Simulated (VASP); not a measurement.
Wanted: the native input for a VASP 6.6.1 run.

```yaml
Task: single point
Functional: PBE
Dispersion: D3(BJ)
Potentials_or_basis: VASP PAW PBE potentials, release 64 (Al, Ti_sv, H)
Cutoff: 520 eV
k_mesh: 6 × 6 × 1
Occupations: gaussian, width 0.1 eV
Spin: no spin polarisation
Dipole_correction: yes
Further_INCAR_settings: ALGO = Normal; EDIFF = 1e-06; NBANDS = 32
```

The structure of Ti2Al6H lies in POSCAR:

```
Ti2Al6H
1.0
    5.0241861190      0.0000000000      0.0000000000
    2.1588814530      4.5367033218      0.0000000000
    0.0000000000      0.0000000000     21.2187109014
Al Ti H
6 2 1
Direct
    0.5000000000      0.0000000000      0.1885128658
    0.0000000000      0.5000000000      0.1885128658
    0.0000000000      0.0000000000      0.2517328341
    0.0000000000      0.5000000000      0.3193548961
    0.5000000000      0.0000000000      0.3193548961
    0.5000000000      0.5000000000      0.3826203646
    0.5000000000      0.5000000000      0.2517328341
    0.0000000000      0.0000000000      0.3797002555
    1.0000000000      1.0000000000      0.4863024408
```

These files were run (other wordings do the same):

INCAR

```
PREC     = Accurate       # precision mode
ENCUT    = 520            # plane-wave cutoff, eV
EDIFF    = 1E-6           # SCF threshold, eV
ISMEAR   = 0              # smearing method
SIGMA    = 0.1            # smearing width, eV
LREAL    = F              # projectors in reciprocal space
LASPH    = T              # aspherical terms in the spheres
NELM     = 60             # most SCF steps
ALGO     = Normal         # electronic algorithm
ISIF     = 2              # what is computed and relaxed
LWAVE    = F              # write WAVECAR
LCHARG   = F              # write CHGCAR
LDIPOL   = T            
IDIPOL   = 3            
DIPOL    = 0.5 0.5 0.308
GGA      = PE             # functional
IVDW     = 12             # dispersion correction
NBANDS   = 32             # bands
```

KPOINTS

```
regular mesh
0
Gamma
  6 6 1
```

Potentials or basis: VASP PAW PBE potentials, release 64 (Al, Ti_sv, H).

Command:

```console
$ cat potpaw_PBE.64/Al/POTCAR potpaw_PBE.64/Ti_sv/POTCAR potpaw_PBE.64/H/POTCAR > POTCAR
$ mpirun -np 1 vasp_std > vasp.out
```

Results of the run:

```yaml
Largest_force: 1.940 eV/Å
Band_gap_on_the_k_mesh: zero (an odd number of electrons rules out a gap without spin polarisation)
Dispersion_energy_per_atom: -0.227 eV
```

It took 13 min on 1 thread of Intel Xeon 8259CL (shared host), peak memory 0.63 GiB.
